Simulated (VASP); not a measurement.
# KTaO3 (m) (P4/mmm) in VASP: further runs

The runs below take KTaO3 (m) through single point, with PBEsol.

All numbers are computed with VASP 6.6.1; they aren't measurements. Logs are shortened: lines on timing, memory, paths and dates and some standing lists are left out, and cuts for length are marked.

## 1. The cell of the first run

The structure is tetragonal, space group P4/mmm (No. 123). The conventional cell has a = 4.058 Å, b = 4.058 Å, c = 3.900 Å, α = 90.00°, β = 90.00°, γ = 90.00°. Within 3.7 Å of K (site symmetry 4/mmm) lie 12 O at 2.81 to 2.87 Å and 8 Ta at 3.47 Å. Ta (site symmetry 4/mmm) has 6 O at 1.95 to 2.03 Å within 2.6 Å. O (site symmetry 4/mmm) has 2 Ta at 1.95 Å within 2.6 Å. Within 2.7 Å of O (site symmetry mmm) lie 2 Ta at 2.03 Å.

## 2. Single point, PBEsol

Input file INCAR:

```
ALGO = Normal
EDIFF = 1E-6
ENCUT = 600
GGA = PS
GGA_COMPAT = False
ISIF = 2
ISMEAR = 0
LASPH = True
LCHARG = False
LREAL = False
LWAVE = False
NBANDS = 27
NELM = 120
PREC = Accurate
SIGMA = 0.1
```

Input file KPOINTS:

```
k-points
0
Gamma
  4 4 6
```

Input file POSCAR:

```
KTaO3
1.0
    4.0575754182      0.0000000000      0.0000000000
    0.0000000000      4.0575754182      0.0000000000
    0.0000000000      0.0000000000      3.9002665588
K Ta O
1 1 3
Direct
    0.0000000000      0.0000000000      0.0000000000
    0.5000000000      0.5000000000      0.5000000000
    0.5000000000      0.5000000000      0.0000000000
    0.5000000000      0.0000000000      0.5000000000
    0.0000000000      0.5000000000      0.5000000000
```

Potentials or basis: VASP PAW PBE potentials, release 64 (K_sv, Ta_pv, O).

Started as:

```sh
cat potpaw_PBE.64/K_sv/POTCAR potpaw_PBE.64/Ta_pv/POTCAR potpaw_PBE.64/O/POTCAR > POTCAR
mpirun -np 1 vasp_std > vasp.out
```

OUTCAR:

```text
EDIFF = 1E-6
   ENCUT = 600
   GGA = PS
   ISIF = 2
   ISMEAR = 0
   LASPH = True
   LREAL = False
   NELM = 120
   PREC = Accurate

 ion  position               nearest neighbor table
   1  0.000  0.000  0.000-   4 2.81   5 2.81   4 2.81   5 2.81   5 2.81   5 2.81   4 2.81   4 2.81
                             3 2.87   3 2.87   3 2.87   3 2.87   2 3.47   2 3.47   2 3.47   2 3.47
   2  0.500  0.500  0.500-   3 1.95   3 1.95   5 2.03   4 2.03   4 2.03   5 2.03   1 3.47   1 3.47
                             1 3.47   1 3.47   1 3.47   1 3.47   1 3.47   1 3.47
   3  0.500  0.500  0.000-   2 1.95   2 1.95   1 2.87   1 2.87   1 2.87   1 2.87
   4  0.500  0.000  0.500-   2 2.03   2 2.03   1 2.81   1 2.81   1 2.81   1 2.81
   5  0.000  0.500  0.500-   2 2.03   2 2.03   1 2.81   1 2.81   1 2.81   1 2.81

  LATTYP: Found a simple tetragonal cell.
 ALAT       =     4.0575754182
 C/A-ratio  =     0.9612308230

  Lattice vectors:

 A1 = (   4.0575754182,   0.0000000000,   0.0000000000)
 A2 = (   0.0000000000,   4.0575754182,   0.0000000000)
 A3 = (   0.0000000000,   0.0000000000,   3.9002665588)

Analysis of symmetry for initial positions (statically):
=====================================================================
 Subroutine PRICEL returns:
 Original cell was already a primitive cell.

 Routine SETGRP: Setting up the symmetry group for a
 simple tetragonal supercell.

 Subroutine GETGRP returns: Found 16 space group operations
 (whereof 16 operations were pure point group operations)
 out of a pool of 16 trial point group operations.

The static configuration has the point symmetry D_4h.

Analysis of symmetry for dynamics (positions and initial velocities):
=====================================================================
 Subroutine PRICEL returns:
 Original cell was already a primitive cell.

 Routine SETGRP: Setting up the symmetry group for a
 simple tetragonal supercell.

 Subroutine GETGRP returns: Found 16 space group operations
 (whereof 16 operations were pure point group operations)
 out of a pool of 16 trial point group operations.

The dynamic configuration has the point symmetry D_4h.

 Subroutine INISYM returns: Found 16 space group operations
 (whereof 16 operations are pure point group operations),
 and found     1 'primitive' translations

----------------------------------------------------------------------------------------

                                     Primitive cell

  volume of cell :      64.2137

  direct lattice vectors                    reciprocal lattice vectors
     4.057575418  0.000000000  0.000000000     0.246452597  0.000000000  0.000000000
     0.000000000  4.057575418  0.000000000     0.000000000  0.246452597  0.000000000
     0.000000000  0.000000000  3.900266559     0.000000000  0.000000000  0.256392732

  length of vectors
     4.057575418  4.057575418  3.900266559     0.246452597  0.246452597  0.256392732

  position of ions in fractional coordinates (direct lattice)
     0.000000000  0.000000000  0.000000000
     0.500000000  0.500000000  0.500000000
     0.500000000  0.500000000  0.000000000
     0.500000000  0.000000000  0.500000000
     0.000000000  0.500000000  0.500000000

  ion indices of the primitive-cell ions
   primitive index   ion index
                 1           1
                 2           2
                 3           3
                 4           4
                 5           5

----------------------------------------------------------------------------------------

 KPOINTS: k-points

Automatic generation of k-mesh.
 Grid dimensions read from file:
 generate k-points for:    4    4    6

 Generating k-lattice:

  Cartesian coordinates                     Fractional coordinates (reciprocal lattice)
     0.061613149  0.000000000  0.000000000     0.250000000  0.000000000  0.000000000
     0.000000000  0.061613149  0.000000000     0.000000000  0.250000000  0.000000000
     0.000000000  0.000000000  0.042732122     0.000000000  0.000000000  0.166666667

  Length of vectors
     0.061613149  0.061613149  0.042732122

  Shift w.r.t. Gamma in fractional coordinates (k-lattice)
     0.000000000  0.000000000  0.000000000

 Subroutine IBZKPT returns following result:
 ===========================================

 Found     24 irreducible k-points:

 Following reciprocal coordinates:
            Coordinates               Weight
  0.000000  0.000000  0.000000      1.000000
  0.250000  0.000000  0.000000      4.000000
  0.500000  0.000000  0.000000      2.000000
  0.250000  0.250000  0.000000      4.000000
  0.500000  0.250000  0.000000      4.000000
  0.500000  0.500000  0.000000      1.000000
[... 16 lines left out ...]
  0.500000  0.250000  0.500000      4.000000
  0.500000  0.500000  0.500000      1.000000
   k-points           NKPTS =     24   k-points in BZ     NKDIM =     24   number of bands    NBANDS=     27
   number of dos      NEDOS =    301   number of ions     NIONS =      5
   total plane-waves  NPLWV =  32768
   dimension x,y,z NGX =    32 NGY =   32 NGZ =   32
   dimension x,y,z NGXF=    64 NGYF=   64 NGZF=   64
   ions per type =               1   1   3
   NGX,Y,Z   is equivalent  to a cutoff of  13.11, 13.11, 13.64 a.u.
   NGXF,Y,Z  is equivalent  to a cutoff of  26.22, 26.22, 27.28 a.u.
 SYSTEM =  unknown system
   PREC   = accura    normal or accurate (medium, high low for compatibility)
   ISTART =      0    job   : 0-new  1-cont  2-samecut
   ICHARG =      2    charge: 1-file 2-atom 10-const
   ISPIN  =      1    spin polarized calculation?
   LNONCOLLINEAR =      F non collinear calculations
   LSORBIT =      F    spin-orbit coupling
   LASPH  =      T    aspherical Exc in radial PAW
   ENCUT  =  600.0 eV  44.10 Ry    6.64 a.u.   8.10  8.10  7.79*2*pi/ulx,y,z
   NELM   =    120;   NELMIN=  2; NELMDL= -5     # of ELM steps
   EDIFF  = 0.1E-05   stopping-criterion for ELM
   LREAL  =      F    real-space projection
   EDIFFG = 0.1E-04   stopping-criterion for IOM
   NSW    =      0    number of steps for IOM
   IBRION =     -1    ionic relax: 0-MD 1-quasi-New 2-CG
   NFREE  =      0    steps in history (QN), initial steepest desc. (CG)
   ISIF   =      2    stress and relaxation
   ISYM   =      2    0-nonsym 1-usesym 2-fastsym
   POTIM  = 0.5000    time-step for ionic-motion
   TEBEG  =    0.0;   TEEND  =   0.0 temperature during run
   PSTRESS=    0.0 pullay stress
   NELECT =      38.0000    total number of electrons
   NUPDOWN=      -1.0000    fix difference up-down
   EMIN   =  10.00;   EMAX   =-10.00  energy-range for DOS
   EFERMI =   0.00;   METHOD = LEGACY
   ISMEAR =     0;   SIGMA  =   0.10  broadening in eV -4-tet -1-fermi 0-gaus
   EFERMI_NEDOS =   21; number of points for ismear=-14 and -15
   IALGO  =     38    algorithm
   IMIX   =      4    mixing-type and parameters
     AMIX     =   0.40;   BMIX     =  1.00
     AMIX_MAG =   1.60;   BMIX_MAG =  1.00
  volume/ion in A,a.u.               =      12.84        86.67
  Fermi-wavevector in a.u.,A,eV,Ry     =   1.374443  2.597321 25.702694  1.889095
  Thomas-Fermi vector in A             =   2.499869
   LORBIT       =      0    0 simple, 1 ext, 2 COOP (PROOUT), +10 PAW based schemes
   GGA     = PS    functional components
   LHFCALC =     F    Hartree Fock is set to
   AEXX    =    0.0000 exact exchange contribution
   IVDW    =     0    specifies the selected vdW correction
   LEPSILON=     F    determine dielectric tensor
   LRPA    =     F    only Hartree local field effects (RPA)
 non-spin polarized calculation
 Gauss-broadening in eV      SIGMA  =   0.10
  energy-cutoff  :      600.00
  volume of cell :       64.21
 maximum number of plane-waves:      2192
   NGX = 17   NGY = 17   NGZ = 15

 number of electron      38.0000009 magnetization

 Free energy of the ion-electron system (eV)
  ---------------------------------------------------
  ext. energy  EPLUGINS =         0.00000000
  ---------------------------------------------------
  free energy    TOTEN  =       -42.82959032 eV

  energy without entropy =      -42.82959032  energy(sigma->0) =      -42.82959032

 E-fermi :   2.1512     XC(G=0): -11.0747

 val. band max:        1.6192075283   @ k =   0.5000   0.5000   0.5000
 cond. band min:       3.5920420216   @ k =   0.0000   0.0000   0.0000
 fundamental gap:      1.9728344932
 Fermi energy:         2.1511811753

 k-point     1 :       0.0000    0.0000    0.0000
  band No.  band energies     occupation
      1     -32.6024      2.00000
      2     -32.5318      2.00000
      3     -32.5318      2.00000
      4     -25.5402      2.00000
      5     -15.9981      2.00000
      6     -15.2089      2.00000
[... 19 lines left out ...]
     26       9.4011      0.00000
     27       9.6106      0.00000

 k-point     2 :       0.2500    0.0000    0.0000
  band No.  band energies     occupation
      1     -32.6011      2.00000
      2     -32.5681      2.00000
      3     -32.5305      2.00000
      4     -25.5275      2.00000
      5     -15.9688      2.00000
      6     -15.1230      2.00000
[... 19 lines left out ...]
     26      10.1021      0.00000
     27      10.5023      0.00000

 k-point     3 :       0.5000    0.0000    0.0000
  band No.  band energies     occupation
      1     -32.6038      2.00000
      2     -32.5997      2.00000
      3     -32.5291      2.00000
      4     -25.5148      2.00000
      5     -15.9734      2.00000
      6     -15.1106      2.00000
[... 19 lines left out ...]
     26      10.8452      0.00000
     27      12.0505      0.00000

 k-point     4 :       0.2500    0.2500    0.0000
  band No.  band energies     occupation
      1     -32.5998      2.00000
      2     -32.5668      2.00000
      3     -32.5661      2.00000
      4     -25.5180      2.00000
      5     -15.8995      2.00000
      6     -14.7955      2.00000
[... 19 lines left out ...]
     26      10.6227      0.00000
     27      11.1938      0.00000
[... 516 lines left out ...]
      4     -25.4950      2.00000
      5     -14.9136      2.00000
      6     -14.5599      2.00000
[... 19 lines left out ...]
     26      11.8349      0.00000
     27      12.1668      0.00000

 k-point    23 :       0.5000    0.2500    0.5000
  band No.  band energies     occupation
      1     -32.7169      2.00000
      2     -32.5963      2.00000
      3     -32.5597      2.00000
      4     -25.4887      2.00000
      5     -14.7023      2.00000
      6     -14.4003      2.00000
[... 19 lines left out ...]
     26      11.9312      0.00000
     27      12.3992      0.00000

 k-point    24 :       0.5000    0.5000    0.5000
  band No.  band energies     occupation
      1     -32.7153      2.00000
      2     -32.5948      2.00000
      3     -32.5948      2.00000
      4     -25.4819      2.00000
      5     -14.3653      2.00000
      6     -14.1543      2.00000
[... 19 lines left out ...]
     26      12.1047      0.00000
     27      13.5763      0.00000

------------------------ aborting loop because EDIFF is reached ----------------------------------------

  FORCE on cell =-STRESS in cart. coord.  units (eV):
  Direction    XX          YY          ZZ          XY          YZ          ZX
  --------------------------------------------------------------------------------------
  -------------------------------------------------------------------------------------
  Total       -2.6815397     -2.6815397      3.3689544      0.0000000     -0.0000000      0.0000000
  in kB      -66.9063481    -66.9063481     84.0578399      0.0000000     -0.0000000      0.0000000
  external PRESSURE =     -16.5849521 kB  Pullay stress =       0.0000000 kB

 VOLUME and BASIS-vectors are now :
 -----------------------------------------------------------------------------
  energy-cutoff  :      600.00
  volume of cell :       64.21
      direct lattice vectors                 reciprocal lattice vectors
     4.057575418  0.000000000  0.000000000     0.246452597  0.000000000  0.000000000
     0.000000000  4.057575418  0.000000000     0.000000000  0.246452597  0.000000000
     0.000000000  0.000000000  3.900266559     0.000000000  0.000000000  0.256392732

 POSITION                                       TOTAL-FORCE (eV/Angst)
 -----------------------------------------------------------------------------------
      0.00000      0.00000      0.00000         0.000000      0.000000      0.000000
      2.02879      2.02879      1.95013         0.000000      0.000000      0.000000
      2.02879      2.02879      0.00000         0.000000      0.000000      0.000000
      2.02879      0.00000      1.95013         0.000000      0.000000      0.000000
      0.00000      2.02879      1.95013         0.000000      0.000000      0.000000
 -----------------------------------------------------------------------------------
    total drift:                                0.000000     -0.000000     -0.000000

  FREE ENERGIE OF THE ION-ELECTRON SYSTEM (eV)
  ---------------------------------------------------
  free  energy   TOTEN  =       -42.8295903231 eV

  energy  without entropy=      -42.8295903231  energy(sigma->0) =      -42.82959032
```

Run time: 40 s. Hardware: 1 thread of Intel Xeon 6975P-C, shared host; peak memory 0.21 GiB.

Results:

```yaml
Free_energy: -42.8296 eV
Pressure: -1.7 GPa
Band_gap_on_the_k_mesh: 1.97 eV, indirect (least direct gap 2.60 eV)
```

Stress tensor (GPa, compression positive):
```
-6.69  0.00  0.00
 0.00 -6.69  0.00
 0.00  0.00  8.41
```

Caveat: the PAW data sets were made with another functional, which shifts forces and pressure a little; spin-orbit coupling is left out, which moves the levels of the heavy elements. A k mesh can miss the band edges.

## 3. Single point, PBEsol

Input file INCAR:

```
ALGO     = Normal         # electronic algorithm
EDIFF    = 1E-6           # SCF threshold, eV
ENCUT    = 600            # plane-wave cutoff, eV
GGA      = PS             # functional
GGA_COMPAT= False        
ISIF     = 2              # what is computed and relaxed
ISMEAR   = 0              # smearing method
LASPH    = True           # aspherical terms in the spheres
LCHARG   = False          # write CHGCAR
LREAL    = False          # projectors in reciprocal space
LWAVE    = False          # write WAVECAR
NBANDS   = 27             # bands
NELM     = 120            # most SCF steps
PREC     = Accurate       # precision mode
SIGMA    = 0.02           # smearing width, eV
```

Input file KPOINTS:

```
k-points
0
Gamma
  8 8 8
```

POSCAR is that of step 2.

Potentials or basis: VASP PAW PBE potentials, release 64 (K_sv, Ta_pv, O).

Started as:

```sh
cat potpaw_PBE.64/K_sv/POTCAR potpaw_PBE.64/Ta_pv/POTCAR potpaw_PBE.64/O/POTCAR > POTCAR
mpirun -np 1 vasp_std > vasp.out
```

OUTCAR:

```text
EDIFF = 1E-6
   ENCUT = 600
   GGA = PS
   ISIF = 2
   ISMEAR = 0
   LASPH = True
   LREAL = False
   NELM = 120
   PREC = Accurate

 ion  position               nearest neighbor table
   1  0.000  0.000  0.000-   4 2.81   5 2.81   4 2.81   5 2.81   5 2.81   5 2.81   4 2.81   4 2.81
                             3 2.87   3 2.87   3 2.87   3 2.87   2 3.47   2 3.47   2 3.47   2 3.47
   2  0.500  0.500  0.500-   3 1.95   3 1.95   5 2.03   4 2.03   4 2.03   5 2.03   1 3.47   1 3.47
                             1 3.47   1 3.47   1 3.47   1 3.47   1 3.47   1 3.47
   3  0.500  0.500  0.000-   2 1.95   2 1.95   1 2.87   1 2.87   1 2.87   1 2.87
   4  0.500  0.000  0.500-   2 2.03   2 2.03   1 2.81   1 2.81   1 2.81   1 2.81
   5  0.000  0.500  0.500-   2 2.03   2 2.03   1 2.81   1 2.81   1 2.81   1 2.81

  LATTYP: Found a simple tetragonal cell.
 ALAT       =     4.0575754182
 C/A-ratio  =     0.9612308230

  Lattice vectors:

 A1 = (   4.0575754182,   0.0000000000,   0.0000000000)
 A2 = (   0.0000000000,   4.0575754182,   0.0000000000)
 A3 = (   0.0000000000,   0.0000000000,   3.9002665588)

Analysis of symmetry for initial positions (statically):
=====================================================================
[... 175 lines left out ...]

  energy without entropy =      -42.84632070  energy(sigma->0) =      -42.84632070

 E-fermi :   1.6891     XC(G=0): -11.0746

 val. band max:        1.6113588493   @ k =   0.5000   0.5000   0.5000
 cond. band min:       3.5994886905   @ k =   0.0000   0.0000   0.0000
 fundamental gap:      1.9881298412
 Fermi energy:         1.6891018874

 k-point     1 :       0.0000    0.0000    0.0000
  band No.  band energies     occupation
      1     -32.5893      2.00000
      2     -32.5180      2.00000
      3     -32.5180      2.00000
      4     -25.5423      2.00000
      5     -15.9973      2.00000
      6     -15.2129      2.00000
[... 709 lines left out ...]
     26      11.1595      0.00000
     27      12.2760      0.00000

 [... further k-points ...]
[... 5 lines left out ...]
  --------------------------------------------------------------------------------------
  -------------------------------------------------------------------------------------
  Total       -2.6950068     -2.6950068      3.3764963      0.0000000     -0.0000000      0.0000000
  in kB      -67.2423616    -67.2423616     84.2460148      0.0000000     -0.0000000      0.0000000
  external PRESSURE =     -16.7462361 kB  Pullay stress =       0.0000000 kB

 VOLUME and BASIS-vectors are now :
 -----------------------------------------------------------------------------
  energy-cutoff  :      600.00
  volume of cell :       64.21
      direct lattice vectors                 reciprocal lattice vectors
     4.057575418  0.000000000  0.000000000     0.246452597  0.000000000  0.000000000
     0.000000000  4.057575418  0.000000000     0.000000000  0.246452597  0.000000000
     0.000000000  0.000000000  3.900266559     0.000000000  0.000000000  0.256392732

 POSITION                                       TOTAL-FORCE (eV/Angst)
 -----------------------------------------------------------------------------------
      0.00000      0.00000      0.00000         0.000000      0.000000      0.000000
      2.02879      2.02879      1.95013         0.000000      0.000000      0.000000
      2.02879      2.02879      0.00000         0.000000      0.000000      0.000000
      2.02879      0.00000      1.95013         0.000000      0.000000      0.000000
      0.00000      2.02879      1.95013         0.000000      0.000000      0.000000
 -----------------------------------------------------------------------------------
    total drift:                                0.000000     -0.000000     -0.000000

  FREE ENERGIE OF THE ION-ELECTRON SYSTEM (eV)
  ---------------------------------------------------
  free  energy   TOTEN  =       -42.8463206982 eV

  energy  without entropy=      -42.8463206982  energy(sigma->0) =      -42.84632070
```

Run time: 1.7 min. Hardware: 1 thread of Intel Xeon 6975P-C, shared host; peak memory 0.29 GiB.

What came out:

```yaml
Free_energy: -42.8463 eV
Pressure: -1.7 GPa
Band_gap_on_the_k_mesh: 1.99 eV, indirect (least direct gap 2.61 eV)
```

Stress tensor (GPa, compression positive):
```
-6.72  0.00  0.00
 0.00 -6.72  0.00
 0.00  0.00  8.42
```

Levels at points of the mesh, in eV from the valence-band top:
| k point | band 17 | band 18 | band 19 | band 20 | band 21 | band 22 |
| --- | --- | --- | --- | --- | --- | --- |
| (0.00, 0.00, 0.00) | -0.65 | -0.65 | -0.62 | 1.99 | 2.05 | 2.05 |
| (0.50, 0.00, 0.00) | -1.55 | -0.95 | -0.84 | 2.19 | 4.70 | 4.70 |
| (0.50, 0.50, 0.00) | -1.75 | -1.71 | -0.05 | 4.74 | 4.74 | 5.94 |
| (0.00, 0.00, 0.50) | -1.49 | -0.84 | -0.84 | 2.18 | 5.22 | 5.22 |
| (0.50, 0.00, 0.50) | -1.35 | -1.33 | -0.09 | 4.76 | 5.25 | 6.33 |
| (0.50, 0.50, 0.50) | -0.05 | -0.05 | 0.00 | 6.08 | 6.45 | 6.45 |

Caveat: the PAW data sets were made with another functional, which shifts forces and pressure a little; spin-orbit coupling is left out, which moves the levels of the heavy elements. A k mesh can miss the band edges.
